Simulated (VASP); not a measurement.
Crystal: WO.

```
W O
1.0
     0.00000    2.32347    2.32347
     2.32347    0.00000    2.32347
     2.32347    2.32347    0.00000
W O
1 1
Direct
  0.00000 0.00000 0.00000
  0.25000 0.25000 0.25000
```

Base run:

```yaml
Program: VASP 6.6.1
Functional: r2SCAN
Potentials_or_basis: VASP PAW PBE potentials, release 64 (W_sv, O)
Cutoff: 520 eV
k_mesh: 16 × 16 × 16
Occupations: gaussian, width 0.1 eV
Spin: collinear spin
Starting_moments: "[2.5, 0.0] μB"
```

Its results: band gap on the k mesh zero (filled and empty bands overlap); pressure 6.0 GPa; net moment 0.00 μB per cell.

The run is repeated on the same cell with these changes: functional from r2SCAN to PBEsol; further incar settings from ALGO = Normal; EDIFF = 1e-06; NBANDS = 21 to ALGO = Normal; EDIFF = 1e-07; NBANDS = 21. What comes out?

Band gap on the k mesh zero (filled and empty bands overlap); pressure 2.0 GPa; net moment 0.00 μB per cell.

Caveats: the PAW data sets were made with another functional, which shifts forces and pressure a little; spin-orbit coupling is left out, which moves the levels of the heavy elements; the cell stands under pressure (at least some runs).
